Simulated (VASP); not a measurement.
Set up this calculation in VASP 6.6.1, as the native input.

```
Task                   : single point
Functional             : PBE
Potentials or basis    : VASP PAW PBE potentials, release 64 (Si, O)
Cutoff                 : 520 eV
k mesh                 : 4 × 4 × 4
Occupations            : fermi-dirac, width 0.02 eV
Spin                   : no spin polarisation
Dipole correction      : no
Further INCAR settings : LREAL = Auto; ALGO = Normal; EDIFF = 1e-06; NBANDS = 82
```

The structure of SiO2 lies in POSCAR:

```
SiO2
1.0
    7.1119448608      0.0000000000      0.0000000000
    0.0000000000      7.1119448608      0.0000000000
    0.0000000000      0.0000000000      7.1119448608
Si O
8 16
Direct
    0.2840356923      0.2840356923      0.2840356923
    0.2159643077      0.7159643077      0.7840356923
    0.7840356923      0.2159643077      0.7159643077
    0.7159643077      0.7840356923      0.2159643077
    1.0220797363      1.0220797363      1.0220797363
    0.4779202637     -0.0220797363      0.5220797363
    0.5220797363      0.4779202637     -0.0220797363
   -0.0220797363      0.5220797363      0.4779202637
    0.1528937995      0.1528937995      0.1528937995
    0.3471062005      0.8471062005      0.6528937995
    0.6528937995      0.3471062005      0.8471062005
    0.8471062005      0.6528937995      0.3471062005
    0.6395354668      0.6651848909      0.0364598769
    0.8604645332      0.3348151091      0.5364598769
    0.1395354668      0.8348151091      0.9635401231
    0.3604645332      0.1651848909      0.4635401231
    0.0364598769      0.6395354668      0.6651848909
    0.5364598769      0.8604645332      0.3348151091
    0.9635401231      0.1395354668      0.8348151091
    0.4635401231      0.3604645332      0.1651848909
    0.6651848909      0.0364598769      0.6395354668
    0.3348151091      0.5364598769      0.8604645332
    0.8348151091      0.9635401231      0.1395354668
    0.1651848909      0.4635401231      0.3604645332
```

One way to write it, as run:

INCAR

```
SYSTEM = SiO2
  ALGO = Normal
  EDIFF = 1E-6
  ENCUT = 520
  GGA = PE
  ISIF = 2
  ISMEAR = -1
  LASPH = .True.
  LCHARG = .True.
  LELF = .True.
  LREAL = Auto
  LVHAR = .True.
  LWAVE = .False.
  NBANDS = 82
  NELM = 80
  PREC = Accurate
  SIGMA = 0.02
```

KPOINTS

```
k-points
0
Gamma
  4 4 4
  0 0 0
```

Potentials or basis: VASP PAW PBE potentials, release 64 (Si, O).

The run is started by

```bash
$ cat potpaw_PBE.64/Si/POTCAR potpaw_PBE.64/O/POTCAR > POTCAR
$ mpirun -np 1 vasp_std > vasp.out
```

Results of the run:

```
Pressure               : 1.0 GPa
Largest force          : 0.036 eV/Å
Band gap on the k mesh : 5.72 eV (least direct gap 5.73 eV)
```

Run time: 3.6 min on 1 thread of Intel(R) Xeon(R) 6975P-C (Granite Rapids), with other jobs on the host, peak memory 0.5 GiB.
